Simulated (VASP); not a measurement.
Write the native input for VASP 6.6.1 that does the following.

- Task: relaxation of cell and atoms
- Functional: SCAN
- Potentials or basis: VASP PAW PBE potentials, release 64 (Si)
- Cutoff: 370 eV
- k mesh: 6 × 6 × 6
- Occupations: gaussian, width 0.03 eV
- Spin: no spin polarisation
- Tolerance level: standard
- Purpose: cell
- Passes: 2
- Further INCAR settings: ALGO = Normal; EDIFF = 1e-06

The system is Si.

```
CELL_PARAMETERS angstrom
0.00000 2.73988 2.73988
2.73988 0.00000 2.73988
2.73988 2.73988 0.00000
ATOMIC_POSITIONS crystal
Si 0.50000 0.50000 0.50000
Si 0.75000 0.75000 0.75000
```

The input as run:

POSCAR

```
Si
1.0
    0.0000000000      2.7398772164      2.7398772164
    2.7398772164      0.0000000000      2.7398772164
    2.7398772164      2.7398772164      0.0000000000
Si
2
Direct
    0.5000000000      0.5000000000      0.5000000000
    0.7500000000      0.7500000000      0.7500000000
```

INCAR.step1

```
SYSTEM = Si
METAGGA = SCAN
ISMEAR = 0
SIGMA = 0.03
LWAVE = .False.
LCHARG = .False.
NSW = 80
PREC = Accurate
LASPH = .True.
LREAL = .False.
ALGO = Normal
EDIFF = 1E-6
NELM = 120
GGA_COMPAT = .False.
IBRION = 2
ISIF = 3
EDIFFG = -0.005
NELMIN = 4
ENCUT = 370
EFERMI = MIDGAP
LMIXTAU = .True.
POTIM = 0.5
```

INCAR.step3

```
SYSTEM = Si
METAGGA = SCAN
ISMEAR = 0
SIGMA = 0.03
LWAVE = .False.
LCHARG = .False.
PREC = Accurate
LASPH = .True.
LREAL = .False.
ALGO = Normal
EDIFF = 1E-6
NELM = 120
GGA_COMPAT = .False.
ISIF = 2
ENCUT = 370
EFERMI = MIDGAP
LMIXTAU = .True.
```

KPOINTS

```
Automatic mesh
0
Gamma
  6 6 6
  0 0 0
```

Potentials or basis: VASP PAW PBE potentials, release 64 (Si).

Launch:

```console
$ cat potpaw_PBE.64/Si/POTCAR > POTCAR
$ cp INCAR.step1 INCAR
$ cp POSCAR.step1 POSCAR
$ mpirun -np 1 vasp_std > vasp.out
$ cp CONTCAR POSCAR
$ mpirun -np 1 vasp_std > vasp.out
$ cp CONTCAR POSCAR
$ cp INCAR.step3 INCAR
$ mpirun -np 1 vasp_std > vasp.out
```

It gave:

```json
{"Relaxed volume": "20.00 Å³/atom", "Relaxed cell": "a = 3.839 Å, b = 3.839 Å, c = 3.839 Å, α = 60.00°, β = 60.00°, γ = 60.00°", "Space group after relaxing (to 0.1 Å)": "Fd-3m (No. 227)", "Energy gained by relaxing": "4.7 meV/atom", "Ionic steps": "4", "Pressure after relaxing": "0.0 GPa", "Band gap on the k mesh": "0.97 eV (least direct gap 2.86 eV)"}
```

Caveat: the PAW data sets were made with another functional, which shifts forces and pressure a little.

Run time: 2.1 min on 1 thread of AMD EPYC 9R14 (Zen 4), with other jobs on the host, peak memory 0.1 GiB.
